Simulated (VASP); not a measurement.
# BAs (F-43m) in VASP: further runs

BAs is run at these levels: PBE; tasks: electric field gradients.

Program: VASP 6.6.1. These are calculated values, not measurements. Logs are shortened: lines on timing, memory, paths and dates and some standing lists are left out, and cuts for length are marked.

### Step 1. The cell of the first run

The structure is cubic, space group F-43m (No. 216). Conventional cell: a = 4.712 Å, b = 4.712 Å, c = 4.712 Å, α = 90.00°, β = 90.00°, γ = 90.00°. B (site symmetry -43m) has 4 As at 2.04 Å within 2.7 Å. As (site symmetry -43m) has 4 B at 2.04 Å within 2.7 Å.

### Step 2. Electric field gradients, PBE (volume scaled by 0.96)

Contents of INCAR:

```
SYSTEM = BAs
PREC = Accurate
ENCUT = 520
EDIFF = 1E-8
ISMEAR = -1
SIGMA = 0.05
LREAL = .FALSE.
LASPH = .TRUE.
NELM = 60
ALGO = Normal
ISIF = 2
LWAVE = .FALSE.
LCHARG = .FALSE.
GGA = PE
LEFG = .TRUE.
NBANDS = 11
```

Contents of KPOINTS:

```
regular mesh
0
G
  13 13 13
  0 0 0
```

Contents of POSCAR:

```
BAs
1.0
    0.0000000000      2.3562190158      2.3562190158
    2.3562190158      0.0000000000      2.3562190158
    2.3562190158      2.3562190158      0.0000000000
B As
1 1
Direct
    0.0000000000      0.0000000000      0.0000000000
    0.7500000000      0.7500000000      0.7500000000
```

Potentials or basis: VASP PAW PBE potentials, release 64 (B, As).

Launch:

```sh
$ cat potpaw_PBE.64/B/POTCAR potpaw_PBE.64/As/POTCAR > POTCAR
$ mpirun -np 1 vasp_std > vasp.out
```

OUTCAR:

```text
SYSTEM = BAs
   PREC = Accurate
   ENCUT = 520
   EDIFF = 1E-8
   ISMEAR = -1
   LREAL = .FALSE.
   LASPH = .TRUE.
   NELM = 60
   ISIF = 2
   GGA = PE

 ion  position               nearest neighbor table
   1  0.000  0.000  0.000-   2 2.04   2 2.04   2 2.04   2 2.04
   2  0.750  0.750  0.750-   1 2.04   1 2.04   1 2.04   1 2.04

  LATTYP: Found a face centered cubic cell.
 ALAT       =     4.7124380316

  Lattice vectors:

 A1 = (   0.0000000000,   2.3562190158,   2.3562190158)
 A2 = (   2.3562190158,   0.0000000000,   2.3562190158)
 A3 = (   2.3562190158,   2.3562190158,   0.0000000000)

Analysis of symmetry for initial positions (statically):
=====================================================================
 Subroutine PRICEL returns:
 Original cell was already a primitive cell.

 Routine SETGRP: Setting up the symmetry group for a
 face centered cubic supercell.

 Subroutine GETGRP returns: Found 24 space group operations
 (whereof 24 operations were pure point group operations)
 out of a pool of 48 trial point group operations.

The static configuration has the point symmetry T_d .

Analysis of symmetry for dynamics (positions and initial velocities):
=====================================================================
 Subroutine PRICEL returns:
 Original cell was already a primitive cell.

 Routine SETGRP: Setting up the symmetry group for a
 face centered cubic supercell.

 Subroutine GETGRP returns: Found 24 space group operations
 (whereof 24 operations were pure point group operations)
 out of a pool of 48 trial point group operations.

The dynamic configuration has the point symmetry T_d .

 Subroutine INISYM returns: Found 24 space group operations
 (whereof 24 operations are pure point group operations),
 and found     1 'primitive' translations

----------------------------------------------------------------------------------------

                                     Primitive cell

  volume of cell :      26.1624

  direct lattice vectors                    reciprocal lattice vectors
     0.000000000  2.356219016  2.356219016    -0.212204382  0.212204382  0.212204382
     2.356219016  0.000000000  2.356219016     0.212204382 -0.212204382  0.212204382
[... 134 lines left out ...]

 val. band max:        6.5843988032   @ k =   0.0000   0.0000   0.0000
 cond. band min:       7.7235582868   @ k =   0.3846   0.3846   0.0000
 fundamental gap:      1.1391594836
 Fermi energy:         7.1365200883

 k-point     1 :       0.0000    0.0000    0.0000
  band No.  band energies     occupation
      1      -9.1963      2.00000
      2       6.5844      1.99997
      3       6.5844      1.99997
      4       6.5844      1.99997
      5       9.9136      0.00000
      6       9.9136      0.00000
      7       9.9136      0.00000
      8      11.7967      0.00000
      9      16.3714      0.00000
     10      19.7023      0.00000
     11      19.7023      0.00000
[... 309 lines left out ...]
 k-point    24 :       0.4615    0.1538    0.0000
  band No.  band energies     occupation
      1      -6.3288      2.00000
      2      -1.5070      2.00000
      3       3.1991      2.00000
      4       3.9251      2.00000
      5       9.7177      0.00000
      6      12.1320      0.00000
      7      13.0027      0.00000
      8      14.6818      0.00000
      9      18.5166      0.00000
     10      20.9884      0.00000
     11      21.9167      0.00000

 [... further k-points ...]

------------------------ aborting loop because EDIFF is reached ----------------------------------------

  FORCE on cell =-STRESS in cart. coord.  units (eV):
  Direction    XX          YY          ZZ          XY          YZ          ZX
  --------------------------------------------------------------------------------------
  -------------------------------------------------------------------------------------
  Total        1.6165999      1.6165999      1.6165999     -0.0000000     -0.0000000     -0.0000000
  in kB       99.0002186     99.0002186     99.0002186     -0.0000000     -0.0000000     -0.0000000
  external PRESSURE =      99.0002186 kB  Pullay stress =       0.0000000 kB

 VOLUME and BASIS-vectors are now :
 -----------------------------------------------------------------------------
  energy-cutoff  :      520.00
  volume of cell :       26.16
      direct lattice vectors                 reciprocal lattice vectors
     0.000000000  2.356219016  2.356219016    -0.212204382  0.212204382  0.212204382
     2.356219016  0.000000000  2.356219016     0.212204382 -0.212204382  0.212204382
     2.356219016  2.356219016  0.000000000     0.212204382  0.212204382 -0.212204382

 POSITION                                       TOTAL-FORCE (eV/Angst)
 -----------------------------------------------------------------------------------
      0.00000      0.00000      0.00000         0.000000      0.000000      0.000000
      3.53433      3.53433      3.53433        -0.000000     -0.000000     -0.000000
 -----------------------------------------------------------------------------------
    total drift:                                0.000000      0.000000      0.000000

  FREE ENERGIE OF THE ION-ELECTRON SYSTEM (eV)
  ---------------------------------------------------
  free  energy   TOTEN  =       -11.3619155711 eV

  energy  without entropy=      -11.3619155024  energy(sigma->0) =      -11.36191554

 Electric field gradients (V/A^2)
---------------------------------------------------------------------
 ion       V_xx      V_yy      V_zz      V_xy      V_xz      V_yz
---------------------------------------------------------------------
   1      -0.000    -0.000    -0.000    -0.000    -0.000    -0.000
   2       0.000    -0.000     0.000     0.000     0.000     0.000
---------------------------------------------------------------------

 Electric field gradients after diagonalization (V/A^2)
 (convention: |V_zz| > |V_xx| > |V_yy|)
----------------------------------------------------------------------
 ion       V_xx      V_yy      V_zz     asymmetry (V_yy - V_xx)/ V_zz
----------------------------------------------------------------------
   1       0.000     0.000    -0.000       0.000
   2      -0.000    -0.000     0.000       0.000
----------------------------------------------------------------------

           NMR quadrupolar parameters

 Cq : quadrupolar parameter    Cq=e*Q*V_zz/h
 eta: asymmetry parameters     (V_yy - V_xx)/ V_zz
 Q  : nuclear electric quadrupole moment in mb (millibarn)
----------------------------------------------------------------------
 ion       Cq(MHz)       eta       Q (mb)
----------------------------------------------------------------------
   1      -0.000       0.000       1.000
   2       0.000       0.000       1.000
----------------------------------------------------------------------
```

stdout:

```text
POSCAR found type information on POSCAR B As
 POSCAR found :  2 types and       2 ions
 scaLAPACK will be used
 LDA part: xc-table for (Slater+PW92), standard interpolation
 POSCAR, INCAR and KPOINTS ok, starting setup
 FFT: planning ... GRIDC
 FFT: planning ... GRID_SOFT
 FFT: planning ... GRID
 WAVECAR not read
 entering main loop
ion   1

ion   2
```

Run time: 55 s. Hardware: 1 thread of AMD EPYC 7R13, shared host; peak memory 0.14 GiB.

Results:

- Free energy: -11.3619 eV
- Pressure: 9.9 GPa
- Band gap on the k mesh: 1.14 eV, indirect (least direct gap 3.33 eV)

Levels at points of the mesh, in eV from the valence-band top:
| k point | band 2 | band 3 | band 4 | band 5 | band 6 | band 7 |
| --- | --- | --- | --- | --- | --- | --- |
| (0.00, 0.00, 0.00) | 0.00 | 0.00 | 0.00 | 3.33 | 3.33 | 3.33 |

Caveat: without QUAD_EFG the Cq values of the log hold for a quadrupole moment of 1 mb, not for the nuclei.

### Step 3. Electric field gradients, PBE (volume scaled by 0.96)

Contents of INCAR:

```
PREC = Accurate ; ENCUT = 520
EDIFF = 1E-8 ; ISMEAR = -1
SIGMA = 0.05 ; LREAL = False
LASPH = True ; NELM = 100
ALGO = Normal ; ISIF = 2
LWAVE = False ; LCHARG = False
GGA = PE ; LEFG = True
NBANDS = 11
```

Contents of KPOINTS:

```
regular mesh
0
Gamma
  13 13 13
```

POSCAR is that of step 2.

Potentials or basis: VASP PAW PBE potentials, release 64 (B, As).

Launch:

```sh
$ cat potpaw_PBE.64/B/POTCAR potpaw_PBE.64/As/POTCAR > POTCAR
$ mpirun -np 1 vasp_std > vasp.out
```

OUTCAR:

```text
PREC = Accurate
   ENCUT = 520
   EDIFF = 1E-8
   ISMEAR = -1
   LREAL = False
   LASPH = True
   NELM = 100
   ISIF = 2
   GGA = PE

 ion  position               nearest neighbor table
   1  0.000  0.000  0.000-   2 2.04   2 2.04   2 2.04   2 2.04
   2  0.750  0.750  0.750-   1 2.04   1 2.04   1 2.04   1 2.04

  LATTYP: Found a face centered cubic cell.
 ALAT       =     4.7124380316

  Lattice vectors:

 A1 = (   0.0000000000,   2.3562190158,   2.3562190158)
 A2 = (   2.3562190158,   0.0000000000,   2.3562190158)
 A3 = (   2.3562190158,   2.3562190158,   0.0000000000)

Analysis of symmetry for initial positions (statically):
=====================================================================
 Subroutine PRICEL returns:
 Original cell was already a primitive cell.

 Routine SETGRP: Setting up the symmetry group for a
 face centered cubic supercell.

 Subroutine GETGRP returns: Found 24 space group operations
 (whereof 24 operations were pure point group operations)
 out of a pool of 48 trial point group operations.

The static configuration has the point symmetry T_d .

Analysis of symmetry for dynamics (positions and initial velocities):
=====================================================================
 Subroutine PRICEL returns:
 Original cell was already a primitive cell.

 Routine SETGRP: Setting up the symmetry group for a
 face centered cubic supercell.

 Subroutine GETGRP returns: Found 24 space group operations
 (whereof 24 operations were pure point group operations)
 out of a pool of 48 trial point group operations.

The dynamic configuration has the point symmetry T_d .

 Subroutine INISYM returns: Found 24 space group operations
 (whereof 24 operations are pure point group operations),
 and found     1 'primitive' translations

----------------------------------------------------------------------------------------

                                     Primitive cell

  volume of cell :      26.1624

  direct lattice vectors                    reciprocal lattice vectors
     0.000000000  2.356219016  2.356219016    -0.212204382  0.212204382  0.212204382
     2.356219016  0.000000000  2.356219016     0.212204382 -0.212204382  0.212204382
     2.356219016  2.356219016  0.000000000     0.212204382  0.212204382 -0.212204382

  length of vectors
     3.332196888  3.332196888  3.332196888     0.367548771  0.367548771  0.367548771

  position of ions in fractional coordinates (direct lattice)
     0.000000000  0.000000000  0.000000000
     0.750000000  0.750000000  0.750000000

  ion indices of the primitive-cell ions
   primitive index   ion index
                 1           1
                 2           2

----------------------------------------------------------------------------------------

 KPOINTS: regular mesh

Automatic generation of k-mesh.
 Grid dimensions read from file:
 generate k-points for:   13   13   13

 Generating k-lattice:

[... 77 lines left out ...]
   EFERMI_NEDOS =   21; number of points for ismear=-14 and -15
   IALGO  =     38    algorithm
   IMIX   =      4    mixing-type and parameters
     AMIX     =   0.40;   BMIX     =  1.00
     AMIX_MAG =   1.60;   BMIX_MAG =  1.00
  volume/ion in A,a.u.               =      13.08        88.28
  Fermi-wavevector in a.u.,A,eV,Ry     =   1.102925  2.084225 16.550708  1.216443
  Thomas-Fermi vector in A             =   2.239375
   LORBIT       =      0    0 simple, 1 ext, 2 COOP (PROOUT), +10 PAW based schemes
   GGA     = PE    functional components
   LHFCALC =     F    Hartree Fock is set to
   AEXX    =    0.0000 exact exchange contribution
   IVDW    =     0    specifies the selected vdW correction
   LEPSILON=     F    determine dielectric tensor
   LRPA    =     F    only Hartree local field effects (RPA)
 non-spin polarized calculation
  energy-cutoff  :      520.00
  volume of cell :       26.16
 maximum number of plane-waves:       725
 NGX is ok and might be reduce to    28
   NGX = 13   NGY = 13   NGZ = 13

 number of electron       8.0000000 magnetization

 Free energy of the ion-electron system (eV)
  ---------------------------------------------------
  ext. energy  EPLUGINS =         0.00000000
  ---------------------------------------------------
  free energy    TOTEN  =       -11.36191557 eV

  energy without entropy =      -11.36191550  energy(sigma->0) =      -11.36191554

 E-fermi :   7.1365     XC(G=0): -10.7621

 val. band max:        6.5843988032   @ k =   0.0000   0.0000   0.0000
 cond. band min:       7.7235582868   @ k =   0.3846   0.3846   0.0000
 fundamental gap:      1.1391594836
 Fermi energy:         7.1365200883

 k-point     1 :       0.0000    0.0000    0.0000
  band No.  band energies     occupation
      1      -9.1963      2.00000
      2       6.5844      1.99997
      3       6.5844      1.99997
      4       6.5844      1.99997
      5       9.9136      0.00000
      6       9.9136      0.00000
      7       9.9136      0.00000
      8      11.7967      0.00000
      9      16.3714      0.00000
     10      19.7023      0.00000
     11      19.7023      0.00000
[... 309 lines left out ...]
 k-point    24 :       0.4615    0.1538    0.0000
  band No.  band energies     occupation
      1      -6.3288      2.00000
      2      -1.5070      2.00000
      3       3.1991      2.00000
      4       3.9251      2.00000
      5       9.7177      0.00000
      6      12.1320      0.00000
      7      13.0027      0.00000
      8      14.6818      0.00000
      9      18.5166      0.00000
     10      20.9884      0.00000
     11      21.9167      0.00000

 [... further k-points ...]

------------------------ aborting loop because EDIFF is reached ----------------------------------------

  FORCE on cell =-STRESS in cart. coord.  units (eV):
  Direction    XX          YY          ZZ          XY          YZ          ZX
  --------------------------------------------------------------------------------------
  -------------------------------------------------------------------------------------
  Total        1.6165999      1.6165999      1.6165999     -0.0000000     -0.0000000     -0.0000000
  in kB       99.0002186     99.0002186     99.0002186     -0.0000000     -0.0000000     -0.0000000
  external PRESSURE =      99.0002186 kB  Pullay stress =       0.0000000 kB

 VOLUME and BASIS-vectors are now :
 -----------------------------------------------------------------------------
  energy-cutoff  :      520.00
  volume of cell :       26.16
      direct lattice vectors                 reciprocal lattice vectors
     0.000000000  2.356219016  2.356219016    -0.212204382  0.212204382  0.212204382
     2.356219016  0.000000000  2.356219016     0.212204382 -0.212204382  0.212204382
     2.356219016  2.356219016  0.000000000     0.212204382  0.212204382 -0.212204382

 POSITION                                       TOTAL-FORCE (eV/Angst)
 -----------------------------------------------------------------------------------
      0.00000      0.00000      0.00000         0.000000      0.000000      0.000000
      3.53433      3.53433      3.53433        -0.000000     -0.000000     -0.000000
 -----------------------------------------------------------------------------------
    total drift:                                0.000000      0.000000      0.000000

  FREE ENERGIE OF THE ION-ELECTRON SYSTEM (eV)
  ---------------------------------------------------
  free  energy   TOTEN  =       -11.3619155711 eV

  energy  without entropy=      -11.3619155024  energy(sigma->0) =      -11.36191554

 Electric field gradients (V/A^2)
---------------------------------------------------------------------
 ion       V_xx      V_yy      V_zz      V_xy      V_xz      V_yz
---------------------------------------------------------------------
   1      -0.000    -0.000    -0.000    -0.000    -0.000    -0.000
   2       0.000    -0.000     0.000     0.000     0.000     0.000
---------------------------------------------------------------------

 Electric field gradients after diagonalization (V/A^2)
 (convention: |V_zz| > |V_xx| > |V_yy|)
----------------------------------------------------------------------
 ion       V_xx      V_yy      V_zz     asymmetry (V_yy - V_xx)/ V_zz
----------------------------------------------------------------------
   1       0.000     0.000    -0.000       0.000
   2      -0.000    -0.000     0.000       0.000
----------------------------------------------------------------------

           NMR quadrupolar parameters

 Cq : quadrupolar parameter    Cq=e*Q*V_zz/h
 eta: asymmetry parameters     (V_yy - V_xx)/ V_zz
 Q  : nuclear electric quadrupole moment in mb (millibarn)
----------------------------------------------------------------------
 ion       Cq(MHz)       eta       Q (mb)
----------------------------------------------------------------------
   1      -0.000       0.000       1.000
   2       0.000       0.000       1.000
----------------------------------------------------------------------
```

OSZICAR:

```text
N       E                     dE             d eps       ncg     rms          rms(c)
DAV:   1     0.125557945349E+02    0.12556E+02   -0.38632E+03  1848   0.647E+02
DAV:   2    -0.113724420894E+02   -0.23928E+02   -0.22969E+02  2439   0.107E+02
DAV:   3    -0.120818659469E+02   -0.70942E+00   -0.70767E+00  2331   0.167E+01
DAV:   4    -0.120837431217E+02   -0.18772E-02   -0.18771E-02  2044   0.948E-01
DAV:   5    -0.120837456405E+02   -0.25187E-05   -0.25185E-05  2220   0.380E-02    0.523E+00
DAV:   6    -0.114388711005E+02    0.64487E+00   -0.17055E+00  1974   0.544E+00    0.254E+00
DAV:   7    -0.113688206708E+02    0.70050E-01   -0.22774E-01  2177   0.233E+00    0.102E+00
DAV:   8    -0.113614565373E+02    0.73641E-02   -0.21180E-02  2088   0.837E-01    0.102E-01
DAV:   9    -0.113617584572E+02   -0.30192E-03   -0.74408E-04  2126   0.162E-01    0.632E-02
DAV:  10    -0.113619098728E+02   -0.15142E-03   -0.18705E-04  1991   0.840E-02    0.126E-02
DAV:  11    -0.113619154602E+02   -0.55874E-05   -0.50895E-06  2237   0.153E-02    0.115E-02
DAV:  12    -0.113619153922E+02    0.68081E-07   -0.25428E-06  1986   0.868E-03    0.406E-03
DAV:  13    -0.113619154539E+02   -0.61730E-07   -0.86864E-08  2234   0.189E-03    0.120E-03
DAV:  14    -0.113619155652E+02   -0.11134E-06   -0.11692E-08  1948   0.724E-04    0.130E-04
DAV:  15    -0.113619155711E+02   -0.58880E-08   -0.25710E-10   957   0.120E-04
   1 F= -.11361916E+02 E0= -.11361916E+02  d E =-.687567E-07
```

Run time: 69 s. Hardware: 1 thread of AMD EPYC 7R13, shared host; peak memory 0.14 GiB.

Results:

```
Free energy            : -11.3619 eV
Pressure               : 9.9 GPa
Band gap on the k mesh : 1.14 eV, indirect (least direct gap 3.33 eV)
```

Levels at points of the mesh, in eV from the valence-band top:
```
           k point  band 1  band 2  band 3  band 4  band 5  band 6  band 7  band 8  band 9
(0.00, 0.00, 0.00)  -15.78    0.00    0.00    0.00    3.33    3.33    3.33    5.21    9.79
```

Caveat: without QUAD_EFG the Cq values of the log hold for a quadrupole moment of 1 mb, not for the nuclei.
